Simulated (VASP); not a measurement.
# Al2O3 (R-3c) in VASP: notebook, part 2 of 2

VASP 6.6.1.

### 3 Single point, PBEsol

This run uses another cell than the first one, of the same volume but with other edges.

File INCAR:

```
SYSTEM = Al2O3
  ALGO = Normal
  EDIFF = 1E-7
  ENCUT = 520
  GGA = PS
  ISIF = 2
  ISMEAR = 0
  LASPH = .TRUE.
  LCHARG = .TRUE.
  LELF = .TRUE.
  LREAL = .FALSE.
  LVHAR = .TRUE.
  LWAVE = .FALSE.
  NBANDS = 35
  NELM = 60
  PREC = Accurate
  SIGMA = 0.05
```

File KPOINTS:

```
k-points
0
G
  6 6 6
  0 0 0
```

File POSCAR:

```
Al2O3
1.0
    2.2459200283      1.2966825329      4.8983515818
   -2.2459200283      1.2966825329      4.8983515818
    0.0000000000     -2.5933650659      4.8983515818
Al O
4 6
Direct
    0.8481927811      0.8481927811      0.8481927811
    0.6518072189      0.6518072189      0.6518072189
    0.1518072189      0.1518072189      0.1518072189
    0.3481927811      0.3481927811      0.3481927811
    0.0558571577      0.4441428423      0.7500000000
    0.7500000000      0.0558571577      0.4441428423
    0.4441428423      0.7500000000      0.0558571577
    0.9441428423      0.5558571577      0.2500000000
    0.2500000000      0.9441428423      0.5558571577
    0.5558571577      0.2500000000      0.9441428423
```

Potentials or basis: VASP PAW PBE potentials, release 64 (Al, O).

Started as:

```bash
> cat potpaw_PBE.64/Al/POTCAR potpaw_PBE.64/O/POTCAR > POTCAR
> mpirun -np 1 vasp_std > vasp.out
```

OUTCAR:

```text
SYSTEM = Al2O3
   EDIFF = 1E-7
   ENCUT = 520
   GGA = PS
   ISIF = 2
   ISMEAR = 0
   LASPH = .TRUE.
   LREAL = .FALSE.
   NELM = 60
   PREC = Accurate

 ion  position               nearest neighbor table
   1  0.848  0.848  0.848-  10 1.86   9 1.86   8 1.86   5 1.99   7 1.99   6 1.99   3 2.63   3 2.63
                             3 2.63   2 2.89   2 3.28   2 3.28   2 3.28
   2  0.652  0.652  0.652-   9 1.86  10 1.86   8 1.86   5 1.99   6 1.99   7 1.99   4 2.63   4 2.63
                             4 2.63   1 2.89   1 3.28   1 3.28   1 3.28
   3  0.152  0.152  0.152-   7 1.86   6 1.86   5 1.86   8 1.99  10 1.99   9 1.99   1 2.63   1 2.63
                             1 2.63   4 2.89   4 3.28   4 3.28   4 3.28
   4  0.348  0.348  0.348-   6 1.86   7 1.86   5 1.86   8 1.99   9 1.99  10 1.99   2 2.63   2 2.63
                             2 2.63   3 2.89   3 3.28   3 3.28   3 3.28
   5  0.056  0.444  0.750-   3 1.86   4 1.86   1 1.99   2 1.99
   6  0.750  0.056  0.444-   4 1.86   3 1.86   2 1.99   1 1.99
   7  0.444  0.750  0.056-   3 1.86   4 1.86   1 1.99   2 1.99
   8  0.944  0.556  0.250-   1 1.86   2 1.86   3 1.99   4 1.99
   9  0.250  0.944  0.556-   2 1.86   1 1.86   4 1.99   3 1.99
  10  0.556  0.250  0.944-   1 1.86   2 1.86   3 1.99   4 1.99

  LATTYP: Found a trigonal (rhomboedric) cell.
 ALAT       =     5.5425076079
 COS(alpha) =     0.6715978620

  Lattice vectors:

 A1 = (   2.2459200283,   1.2966825329,   4.8983515818)
 A2 = (  -2.2459200283,   1.2966825329,   4.8983515818)
 A3 = (   0.0000000000,  -2.5933650659,   4.8983515818)

Analysis of symmetry for initial positions (statically):
=====================================================================
 Subroutine PRICEL returns:
 Original cell was already a primitive cell.

 Routine SETGRP: Setting up the symmetry group for a
 trigonal (rhombohedral) supercell.

 Subroutine GETGRP returns: Found 12 space group operations
 (whereof  6 operations were pure point group operations)
 out of a pool of 12 trial point group operations.

The static configuration has the point symmetry S_6 .
 The point group associated with its full space group is D_3d.

Analysis of symmetry for dynamics (positions and initial velocities):
=====================================================================
 Subroutine PRICEL returns:
 Original cell was already a primitive cell.

 Routine SETGRP: Setting up the symmetry group for a
 trigonal (rhombohedral) supercell.

 Subroutine GETGRP returns: Found 12 space group operations
 (whereof  6 operations were pure point group operations)
 out of a pool of 12 trial point group operations.

The dynamic configuration has the point symmetry S_6 .
 The point group associated with its full space group is D_3d.

 Subroutine INISYM returns: Found 12 space group operations
 (whereof  6 operations are pure point group operations),
 and found     1 'primitive' translations

----------------------------------------------------------------------------------------

                                     Primitive cell

  volume of cell :      85.5912

  direct lattice vectors                    reciprocal lattice vectors
     2.245920028  1.296682533  4.898351582     0.222625914  0.128533132  0.068050104
    -2.245920028  1.296682533  4.898351582    -0.222625914  0.128533132  0.068050104
[... 63 lines left out ...]
  0.333333  0.166667  0.000000     12.000000
[... 16 lines left out ...]
  0.500000  0.500000  0.166667      6.000000
 -0.333333  0.500000  0.166667     12.000000
 [... further k-points ...]
   k-points           NKPTS =     32   k-points in BZ     NKDIM =     32   number of bands    NBANDS=     35
   number of dos      NEDOS =    301   number of ions     NIONS =     10
   total plane-waves  NPLWV =  74088
   dimension x,y,z NGX =    42 NGY =   42 NGZ =   42
   dimension x,y,z NGXF=    84 NGYF=   84 NGZF=   84
   ions per type =               4   6
   NGX,Y,Z   is equivalent  to a cutoff of  12.60, 12.60, 12.60 a.u.
   NGXF,Y,Z  is equivalent  to a cutoff of  25.20, 25.20, 25.20 a.u.
 SYSTEM =  Al2O3
   PREC   = accura    normal or accurate (medium, high low for compatibility)
   ISTART =      0    job   : 0-new  1-cont  2-samecut
   ICHARG =      2    charge: 1-file 2-atom 10-const
   ISPIN  =      1    spin polarized calculation?
   LNONCOLLINEAR =      F non collinear calculations
   LSORBIT =      F    spin-orbit coupling
   LASPH  =      T    aspherical Exc in radial PAW
   ENCUT  =  520.0 eV  38.22 Ry    6.18 a.u.  10.31 10.31 10.31*2*pi/ulx,y,z
   NELM   =     60;   NELMIN=  2; NELMDL= -5     # of ELM steps
   EDIFF  = 0.1E-06   stopping-criterion for ELM
   LREAL  =      F    real-space projection
   EDIFFG = 0.1E-05   stopping-criterion for IOM
   NSW    =      0    number of steps for IOM
   IBRION =     -1    ionic relax: 0-MD 1-quasi-New 2-CG
   NFREE  =      0    steps in history (QN), initial steepest desc. (CG)
   ISIF   =      2    stress and relaxation
   ISYM   =      2    0-nonsym 1-usesym 2-fastsym
   POTIM  = 0.5000    time-step for ionic-motion
   TEBEG  =    0.0;   TEEND  =   0.0 temperature during run
   PSTRESS=    0.0 pullay stress
   NELECT =      48.0000    total number of electrons
   NUPDOWN=      -1.0000    fix difference up-down
   EMIN   =  10.00;   EMAX   =-10.00  energy-range for DOS
   EFERMI =   0.00;   METHOD = LEGACY
   ISMEAR =     0;   SIGMA  =   0.05  broadening in eV -4-tet -1-fermi 0-gaus
   EFERMI_NEDOS =   21; number of points for ismear=-14 and -15
   IALGO  =     38    algorithm
   IMIX   =      4    mixing-type and parameters
     AMIX     =   0.40;   BMIX     =  1.00
     AMIX_MAG =   1.60;   BMIX_MAG =  1.00
  volume/ion in A,a.u.               =       8.56        57.76
  Fermi-wavevector in a.u.,A,eV,Ry     =   1.350037  2.551199 24.797961  1.822599
  Thomas-Fermi vector in A             =   2.477574
   LORBIT       =      0    0 simple, 1 ext, 2 COOP (PROOUT), +10 PAW based schemes
   GGA     = PS    functional components
   LHFCALC =     F    Hartree Fock is set to
   AEXX    =    0.0000 exact exchange contribution
   IVDW    =     0    specifies the selected vdW correction
   LEPSILON=     F    determine dielectric tensor
   LRPA    =     F    only Hartree local field effects (RPA)
 non-spin polarized calculation
 Gauss-broadening in eV      SIGMA  =   0.05
  energy-cutoff  :      520.00
  volume of cell :       85.59
 maximum number of plane-waves:      2334
 NGX is ok and might be reduce to    42

 number of electron      48.0000007 magnetization

 Free energy of the ion-electron system (eV)
  ---------------------------------------------------
  ext. energy  EPLUGINS =         0.00000000
  ---------------------------------------------------
  free energy    TOTEN  =       -76.20852852 eV

  energy without entropy =      -76.20852852  energy(sigma->0) =      -76.20852852

 E-fermi :   6.9887     XC(G=0): -11.9023

 val. band max:        6.7250212861   @ k =   0.0000   0.0000   0.0000
 cond. band min:      11.2260482680   @ k =   0.0000   0.0000   0.0000
 fundamental gap:      4.5010269819
 Fermi energy:         6.9887106747

 k-point     1 :       0.0000    0.0000    0.0000
  band No.  band energies     occupation
      1     -13.1991      2.00000
      2     -11.5405      2.00000
      3     -10.2082      2.00000
      4     -10.2082      2.00000
      5      -9.9943      2.00000
      6      -9.9943      2.00000
[... 901 lines left out ...]
     34      18.9752      0.00000
     35      19.2995      0.00000

 [... further k-points ...]
[... 5 lines left out ...]
  --------------------------------------------------------------------------------------
  -------------------------------------------------------------------------------------
  Total       15.7585071     15.7585071    -26.6616307      0.0000000      0.0000000      0.0000000
  in kB      294.9826697    294.9826697   -499.0776701      0.0000000      0.0000000      0.0000000
  external PRESSURE =      30.2958898 kB  Pullay stress =       0.0000000 kB

 VOLUME and BASIS-vectors are now :
 -----------------------------------------------------------------------------
  energy-cutoff  :      520.00
  volume of cell :       85.59
      direct lattice vectors                 reciprocal lattice vectors
     2.245920028  1.296682533  4.898351582     0.222625914  0.128533132  0.068050104
    -2.245920028  1.296682533  4.898351582    -0.222625914  0.128533132  0.068050104
     0.000000000 -2.593365066  4.898351582     0.000000000 -0.257066263  0.068050104

 POSITION                                       TOTAL-FORCE (eV/Angst)
 -----------------------------------------------------------------------------------
      0.00000     -0.00000     12.46424         0.000000     -0.000000      0.074451
      0.00000     -0.00000      9.57834         0.000000      0.000000     -0.074451
      0.00000     -0.00000      2.23082         0.000000      0.000000     -0.074451
      0.00000     -0.00000      5.11671         0.000000     -0.000000      0.074451
     -0.87206     -1.29668      6.12294         0.720003     -0.000000     -0.000000
      1.55899     -0.10688      6.12294        -0.360002      0.623541     -0.000000
     -0.68693      1.40357      6.12294        -0.360002     -0.623541     -0.000000
      0.87206      1.29668      8.57212        -0.720003     -0.000000     -0.000000
     -1.55899      0.10688      8.57212         0.360002     -0.623541     -0.000000
      0.68693     -1.40357      8.57212         0.360002      0.623541     -0.000000
 -----------------------------------------------------------------------------------
    total drift:                               -0.000000      0.000000      0.000000

  FREE ENERGIE OF THE ION-ELECTRON SYSTEM (eV)
  ---------------------------------------------------
  free  energy   TOTEN  =       -76.2085285186 eV

  energy  without entropy=      -76.2085285186  energy(sigma->0) =      -76.20852852
```

Run time: 70 s. Hardware: 1 thread of AMD EPYC 9R45 (Zen 5), shared host; peak memory 0.24 GiB.

What came out:

```
Free energy            : -76.2085 eV
Pressure               : 3.0 GPa
Largest force          : 0.720 eV/Å
Band gap on the k mesh : 4.50 eV
```

Forces on the atoms (eV/Å):
```
Al   0.000  0.000  0.074
Al   0.000  0.000 -0.074
Al   0.000  0.000 -0.074
Al   0.000  0.000  0.074
O    0.720  0.000  0.000
O   -0.360  0.624  0.000
O   -0.360 -0.624  0.000
O   -0.720  0.000  0.000
O    0.360 -0.624  0.000
O    0.360  0.624  0.000
```

Stress tensor (GPa, compression positive):
```
 29.50   0.00   0.00
  0.00  29.50   0.00
  0.00   0.00 -49.91
```

Levels at points of the mesh, in eV from the valence-band top:
| k point | band 22 | band 23 | band 24 | band 25 | band 26 | band 27 |
| --- | --- | --- | --- | --- | --- | --- |
| (0.00, 0.00, 0.00) | -0.42 | 0.00 | 0.00 | 4.50 | 8.34 | 8.34 |
| (0.50, 0.00, 0.00) | -1.23 | -0.90 | -0.90 | 6.98 | 6.98 | 8.16 |
| (0.50, 0.50, 0.00) | -1.23 | -1.06 | -0.82 | 7.25 | 8.19 | 8.94 |
| (0.50, 0.50, 0.50) | -0.22 | -0.22 | -0.22 | 7.91 | 7.91 | 9.95 |

Caveat: the stress differs along the axes, from -50 to 29 GPa; the PAW data sets were made with another functional, which shifts forces and pressure a little.

### 4 Single point, PBEsol

This run uses another cell than the first one, of the same volume but with other edges.

File INCAR:

```
PREC = Accurate
ENCUT = 520
EDIFF = 1E-6
ISMEAR = 0
SIGMA = 0.05
LREAL = F
LASPH = T
NELM = 60
ALGO = Normal
ISIF = 2
LWAVE = F
LCHARG = T
GGA = PS
LELF = T
LVHAR = T
NBANDS = 35
```

File KPOINTS:

```
regular mesh
0
Gamma
  6 6 6
```

POSCAR, as its differences from that of step 3:

```diff
@@ -8,6 +8,6 @@
 Direct
-    0.8481927811      0.8481927811      0.8481927811
-    0.6518072189      0.6518072189      0.6518072189
-    0.1518072189      0.1518072189      0.1518072189
-    0.3481927811      0.3481927811      0.3481927811
+    0.8558773135      0.8558773135      0.8558773135
+    0.6441226865      0.6441226865      0.6441226865
+    0.1441226865      0.1441226865      0.1441226865
+    0.3558773135      0.3558773135      0.3558773135
     0.0558571577      0.4441428423      0.7500000000
```

Started as:

```bash
> cat potpaw_PBE.64/Al/POTCAR potpaw_PBE.64/O/POTCAR > POTCAR
> mpirun -np 1 vasp_std > vasp.out
```

It took 68 s on 1 thread of AMD EPYC 9R45 (Zen 5), shared host; peak memory 0.24 GiB.

It converged, with:

| Property | Result |
| --- | --- |
| Free energy | -75.9496 eV |
| Pressure | 7.4 GPa |
| Largest force | 1.202 eV/Å |
| Band gap on the k mesh | 4.51 eV |

Forces on the atoms (eV/Å):
```
Al   0.000  0.000 -1.202
Al   0.000  0.000  1.202
Al   0.000  0.000  1.202
Al   0.000  0.000 -1.202
O    0.282  0.000  0.000
O   -0.141  0.244  0.000
O   -0.141 -0.244  0.000
O   -0.282  0.000  0.000
O    0.141 -0.244  0.000
O    0.141  0.244  0.000
```

Stress tensor (GPa, compression positive):
```
 33.65   0.00   0.00
  0.00  33.65   0.00
  0.00   0.00 -45.19
```

Levels at points of the mesh, in eV from the valence-band top:
```tsv
k point	band 21	band 22	band 23	band 24	band 25	band 26	band 27	band 28
(0.00, 0.00, 0.00)	-0.44	-0.44	0.00	0.00	4.51	8.58	8.58	9.01
(0.50, 0.00, 0.00)	-1.34	-1.34	-0.91	-0.91	7.10	7.10	8.07	8.07
(0.50, 0.50, 0.00)	-1.41	-1.36	-1.07	-0.92	7.45	8.07	8.88	9.14
(0.50, 0.50, 0.50)	-0.24	-0.24	-0.24	-0.24	7.92	7.92	9.47	9.47
```

Caveat: the stress differs along the axes, from -45 to 34 GPa; the PAW data sets were made with another functional, which shifts forces and pressure a little.

### 5 The runs side by side

| cell | gap on the mesh (eV) | pressure (GPa) | largest force (eV/Å) |
| --- | --- | --- | --- |
| a = 4.774 Å, angles 65.2°, 10 atoms, atomic positions A | 3.54 | -0.9 | 1.40 |
| a = 5.543 Å, angles 47.8°, 10 atoms, atomic positions B | 4.50 | 3.0 | 0.72 |
| a = 5.543 Å, angles 47.8°, 10 atoms, atomic positions A | 4.51 | 7.4 | 1.20 |

Alike in all rows: task single point; level PBEsol; potentials or basis VASP PAW PBE potentials, release 64 (Al, O); no spin polarisation; k mesh 6 × 6 × 6; cutoff (eV) 520; smearing gaussian 0.05 eV.

Caveats: the PAW data sets were made with another functional, which shifts forces and pressure a little; the stress differs along the axes, from -26 to 49 GPa (at least some runs); the stress differs along the axes, from -50 to 29 GPa (at least some runs); the stress differs along the axes, from -45 to 34 GPa (at least some runs).

Total energies depend on the potentials used, so only differences within one code and one set of settings carry meaning.
